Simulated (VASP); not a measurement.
# Sr3O (Pm-3m) in VASP: relaxation of cell and atoms with PBE

Aim: the relaxation of cell and atoms of Sr3O with PBE.

Program: VASP 6.6.1. These are calculated values, not measurements. Logs are shortened: lines on timing, memory, paths and dates and some standing lists are left out, and cuts for length are marked.

**1. The cell of the first run**

Symmetry: Pm-3m, No. 221, cubic system. The conventional cell has a = 5.218 Å, b = 5.218 Å, c = 5.218 Å, α = 90.00°, β = 90.00°, γ = 90.00°. Within 4.8 Å of Sr (site symmetry 4/mmm) lie 8 Sr at 3.69 Å and 4 O at 3.69 Å. O (site symmetry m-3m) has 12 Sr at 3.69 Å within 4.8 Å.

**2. Relaxation of cell and atoms, PBE**

The input, INCAR:

```
SYSTEM = Sr3O
ALGO = Normal
EDIFF = 1E-7
EDIFFG = -0.01
ENCUT = 600
GGA = PE
IBRION = 2
ISIF = 3
ISMEAR = 0
LASPH = .TRUE.
LCHARG = .FALSE.
LREAL = .FALSE.
LWAVE = .FALSE.
NELM = 60
NSW = 100
PREC = Accurate
SIGMA = 0.1
```

The input, KPOINTS:

```
k-points
0
G
  10 10 10
  0 0 0
```

The input, POSCAR:

```
Sr3O
1.0
    5.2177244877      0.0000000000      0.0000000000
    0.0000000000      5.2177244877      0.0000000000
    0.0000000000      0.0000000000      5.2177244877
Sr O
3 1
Direct
    0.0000000000      0.5000000000      0.5000000000
    0.5000000000      0.0000000000      0.5000000000
    0.5000000000      0.5000000000      0.0000000000
    0.0000000000      0.0000000000      0.0000000000
```

Potentials or basis: VASP PAW PBE potentials, release 64 (Sr_sv, O).

Run with:

```bash
> cat potpaw_PBE.64/Sr_sv/POTCAR potpaw_PBE.64/O/POTCAR > POTCAR
> mpirun -np 1 vasp_std > vasp.out
```

OUTCAR:

```text
SYSTEM = Sr3O
   EDIFF = 1E-7
   EDIFFG = -0.01
   ENCUT = 600
   GGA = PE
   IBRION = 2
   ISIF = 3
   ISMEAR = 0
   LASPH = .TRUE.
   LREAL = .FALSE.
   NELM = 60
   NSW = 100
   PREC = Accurate

 ion  position               nearest neighbor table
   1  0.000  0.500  0.500-   2 3.69   3 3.69   3 3.69   2 3.69   2 3.69   3 3.69   3 3.69   2 3.69

   2  0.500  0.000  0.500-   1 3.69   3 3.69   3 3.69   1 3.69   3 3.69   3 3.69   1 3.69   1 3.69

   3  0.500  0.500  0.000-   1 3.69   2 3.69   1 3.69   2 3.69   2 3.69   2 3.69   1 3.69   1 3.69

   4  0.000  0.000  0.000-

  LATTYP: Found a simple cubic cell.
 ALAT       =     5.2177244877

  Lattice vectors:

 A1 = (   5.2177244877,   0.0000000000,   0.0000000000)
 A2 = (   0.0000000000,   5.2177244877,   0.0000000000)
 A3 = (   0.0000000000,   0.0000000000,   5.2177244877)

Analysis of symmetry for initial positions (statically):
=====================================================================
 Subroutine PRICEL returns:
 Original cell was already a primitive cell.

 Routine SETGRP: Setting up the symmetry group for a
 simple cubic supercell.

 Subroutine GETGRP returns: Found 48 space group operations
 (whereof 48 operations were pure point group operations)
 out of a pool of 48 trial point group operations.

The static configuration has the point symmetry O_h .

Analysis of symmetry for dynamics (positions and initial velocities):
=====================================================================
 Subroutine PRICEL returns:
 Original cell was already a primitive cell.

 Routine SETGRP: Setting up the symmetry group for a
 simple cubic supercell.

 Subroutine GETGRP returns: Found 48 space group operations
 (whereof 48 operations were pure point group operations)
 out of a pool of 48 trial point group operations.

The dynamic configuration has the point symmetry O_h .

 Subroutine INISYM returns: Found 48 space group operations
 (whereof 48 operations are pure point group operations),
 and found     1 'primitive' translations

----------------------------------------------------------------------------------------

                                     Primitive cell

  volume of cell :     142.0507

  direct lattice vectors                    reciprocal lattice vectors
     5.217724488  0.000000000  0.000000000     0.191654428  0.000000000  0.000000000
     0.000000000  5.217724488  0.000000000     0.000000000  0.191654428  0.000000000
     0.000000000  0.000000000  5.217724488     0.000000000  0.000000000  0.191654428

  length of vectors
     5.217724488  5.217724488  5.217724488     0.191654428  0.191654428  0.191654428

  position of ions in fractional coordinates (direct lattice)
     0.000000000  0.500000000  0.500000000
     0.500000000  0.000000000  0.500000000
     0.500000000  0.500000000  0.000000000
     0.000000000  0.000000000  0.000000000

  ion indices of the primitive-cell ions
   primitive index   ion index
                 1           1
                 2           2
                 3           3
                 4           4

----------------------------------------------------------------------------------------

 KPOINTS: k-points

Automatic generation of k-mesh.
 Grid dimensions read from file:
 generate k-points for:   10   10   10

 Generating k-lattice:

  Cartesian coordinates                     Fractional coordinates (reciprocal lattice)
     0.019165443  0.000000000  0.000000000     0.100000000  0.000000000  0.000000000
     0.000000000  0.019165443  0.000000000     0.000000000  0.100000000  0.000000000
     0.000000000  0.000000000  0.019165443     0.000000000  0.000000000  0.100000000

  Length of vectors
     0.019165443  0.019165443  0.019165443

  Shift w.r.t. Gamma in fractional coordinates (k-lattice)
     0.000000000  0.000000000  0.000000000

 Subroutine IBZKPT returns following result:
 ===========================================

 Found     56 irreducible k-points:

 Following reciprocal coordinates:
            Coordinates               Weight
  0.000000  0.000000  0.000000      1.000000
  0.100000  0.000000  0.000000      6.000000
  0.200000  0.000000  0.000000      6.000000
  0.300000  0.000000  0.000000      6.000000
  0.400000  0.000000  0.000000      6.000000
  0.500000  0.000000  0.000000      3.000000
[... 16 lines left out ...]
  0.200000  0.100000  0.100000     24.000000
  0.300000  0.100000  0.100000     24.000000
 [... further k-points ...]
   k-points           NKPTS =     56   k-points in BZ     NKDIM =     56   number of bands    NBANDS=     22
   number of dos      NEDOS =    301   number of ions     NIONS =      4
   total plane-waves  NPLWV =  74088
   dimension x,y,z NGX =    42 NGY =   42 NGZ =   42
   dimension x,y,z NGXF=    84 NGYF=   84 NGZF=   84
   ions per type =               3   1
   NGX,Y,Z   is equivalent  to a cutoff of  13.38, 13.38, 13.38 a.u.
   NGXF,Y,Z  is equivalent  to a cutoff of  26.76, 26.76, 26.76 a.u.
 SYSTEM =  Sr3O
   PREC   = accura    normal or accurate (medium, high low for compatibility)
   ISTART =      0    job   : 0-new  1-cont  2-samecut
   ICHARG =      2    charge: 1-file 2-atom 10-const
   ISPIN  =      1    spin polarized calculation?
   LNONCOLLINEAR =      F non collinear calculations
   LSORBIT =      F    spin-orbit coupling
   LASPH  =      T    aspherical Exc in radial PAW
   ENCUT  =  600.0 eV  44.10 Ry    6.64 a.u.  10.42 10.42 10.42*2*pi/ulx,y,z
   NELM   =     60;   NELMIN=  2; NELMDL= -5     # of ELM steps
   EDIFF  = 0.1E-06   stopping-criterion for ELM
   LREAL  =      F    real-space projection
   EDIFFG = -.1E-01   stopping-criterion for IOM
   NSW    =    100    number of steps for IOM
   IBRION =      2    ionic relax: 0-MD 1-quasi-New 2-CG
   NFREE  =      1    steps in history (QN), initial steepest desc. (CG)
   ISIF   =      3    stress and relaxation
   ISYM   =      2    0-nonsym 1-usesym 2-fastsym
   POTIM  = 0.5000    time-step for ionic-motion
   TEBEG  =    0.0;   TEEND  =   0.0 temperature during run
   PSTRESS=    0.0 pullay stress
   NELECT =      36.0000    total number of electrons
   NUPDOWN=      -1.0000    fix difference up-down
   EMIN   =  10.00;   EMAX   =-10.00  energy-range for DOS
   EFERMI =   0.00;   METHOD = LEGACY
   ISMEAR =     0;   SIGMA  =   0.10  broadening in eV -4-tet -1-fermi 0-gaus
   EFERMI_NEDOS =   21; number of points for ismear=-14 and -15
   IALGO  =     38    algorithm
   IMIX   =      4    mixing-type and parameters
     AMIX     =   0.40;   BMIX     =  1.00
     AMIX_MAG =   1.60;   BMIX_MAG =  1.00
  volume/ion in A,a.u.               =      35.51       239.65
  Fermi-wavevector in a.u.,A,eV,Ry     =   1.036003  1.957763 14.603175  1.073303
  Thomas-Fermi vector in A             =   2.170374
   LORBIT       =      0    0 simple, 1 ext, 2 COOP (PROOUT), +10 PAW based schemes
   GGA     = PE    functional components
   LHFCALC =     F    Hartree Fock is set to
   AEXX    =    0.0000 exact exchange contribution
   IVDW    =     0    specifies the selected vdW correction
   LEPSILON=     F    determine dielectric tensor
   LRPA    =     F    only Hartree local field effects (RPA)
 conjugate gradient relaxation of ions
 non-spin polarized calculation
 Gauss-broadening in eV      SIGMA  =   0.10
  energy-cutoff  :      600.00
  volume of cell :      142.05
 maximum number of plane-waves:      4780
 NGX is ok and might be reduce to    42
   NGX = 21   NGY = 21   NGZ = 21

--------------------------------------- Ionic step        1  -------------------------------------------

 number of electron      35.9999999 magnetization

 Free energy of the ion-electron system (eV)
  ---------------------------------------------------
  ext. energy  EPLUGINS =         0.00000000
  ---------------------------------------------------
  free energy    TOTEN  =        -9.64742365 eV

  energy without entropy =       -9.63103471  energy(sigma->0) =       -9.63922918

------------------------ aborting loop because EDIFF is reached ----------------------------------------

  FORCE on cell =-STRESS in cart. coord.  units (eV):
  Direction    XX          YY          ZZ          XY          YZ          ZX
  --------------------------------------------------------------------------------------
  -------------------------------------------------------------------------------------
  Total        0.2825988      0.2825988      0.2825988     -0.0000000     -0.0000000      0.0000000
  in kB        3.1874067      3.1874067      3.1874067     -0.0000000     -0.0000000      0.0000000
  external PRESSURE =       3.1874067 kB  Pullay stress =       0.0000000 kB
[... 61 lines left out ...]
  energy  without entropy=       -9.6332815434  energy(sigma->0) =       -9.64141991

--------------------------------------- Ionic step        3  -------------------------------------------

 number of electron      36.0000001 magnetization

 Free energy of the ion-electron system (eV)
  ---------------------------------------------------
  ext. energy  EPLUGINS =         0.00000000
  ---------------------------------------------------
  free energy    TOTEN  =        -9.65021518 eV

  energy without entropy =       -9.63408135  energy(sigma->0) =       -9.64214826

 E-fermi :   2.2385     XC(G=0):  -8.0343

 val. band max:        2.2363529718   @ k =   0.4000   0.3000   0.0000
 cond. band min:       2.2483480485   @ k =   0.1000   0.0000   0.0000
 fundamental gap:      0.0119950767
 Fermi energy:         2.2385158090

 k-point     1 :       0.0000    0.0000    0.0000
  band No.  band energies     occupation
      1     -34.5300      2.00000
      2     -34.4461      2.00000
      3     -34.4461      2.00000
      4     -16.7425      2.00000
      5     -16.7425      2.00000
      6     -16.7425      2.00000
[... 574 lines left out ...]
      6     -16.6324      2.00000
[... 14 lines left out ...]
     21       2.8723      0.00000
     22       3.1831      0.00000

 [... further k-points ...]

------------------------ aborting loop because EDIFF is reached ----------------------------------------

  FORCE on cell =-STRESS in cart. coord.  units (eV):
  Direction    XX          YY          ZZ          XY          YZ          ZX
  --------------------------------------------------------------------------------------
  -------------------------------------------------------------------------------------
  Total       -0.0133114     -0.0133114     -0.0133114     -0.0000000     -0.0000000      0.0000000
  in kB       -0.1470336     -0.1470336     -0.1470336     -0.0000000     -0.0000000      0.0000000
  external PRESSURE =      -0.1470336 kB  Pullay stress =       0.0000000 kB
[... 19 lines left out ...]
  FREE ENERGIE OF THE ION-ELECTRON SYSTEM (eV)
  ---------------------------------------------------
  free  energy   TOTEN  =        -9.6502151830 eV

  energy  without entropy=       -9.6340813453  energy(sigma->0) =       -9.64214826

 reached required accuracy - stopping structural energy minimisation
```

Wall time 5.3 min (1 thread of AMD EPYC 9R45 (Zen 5), shared host); peak memory 0.37 GiB.

What came out:

| Quantity | Value |
| --- | --- |
| Free energy | -9.6502 eV |
| Relaxed volume | 36.26 Å³/atom |
| Relaxed cell | a = 5.254 Å, b = 5.254 Å, c = 5.254 Å, α = 90.00°, β = 90.00°, γ = 90.00° |
| Space group after relaxing (to 0.1 Å) | Pm-3m (No. 221) |
| Energy gained by relaxing | 0.7 meV/atom |
| Ionic steps | 3 |
| Pressure after relaxing | 0.0 GPa |
| Band gap on the k mesh | zero (bands 18 and 19 overlap by 1.04 eV) |

The path:
| step | energy change (eV) | largest force (eV/Å) | pressure (GPa) | volume (Å³) |
| --- | --- | --- | --- | --- |
| 1 | 0.0000 | 0.0000 | 0.32 | 142.05 |
| 2 | -0.0021 | 0.0000 | 0.15 | 143.51 |
| 3 | -0.0028 | 0.0000 | -0.01 | 145.05 |

Final structure:
```xyz
4
Lattice="5.2542 0.0000 0.0000 0.0000 5.2542 0.0000 0.0000 0.0000 5.2542" Properties=species:S:1:pos:R:3 pbc="T T T"
Sr    0.0000    2.6271    2.6271
Sr    2.6271    0.0000    2.6271
Sr    2.6271    2.6271    0.0000
O     0.0000    0.0000    0.0000
```
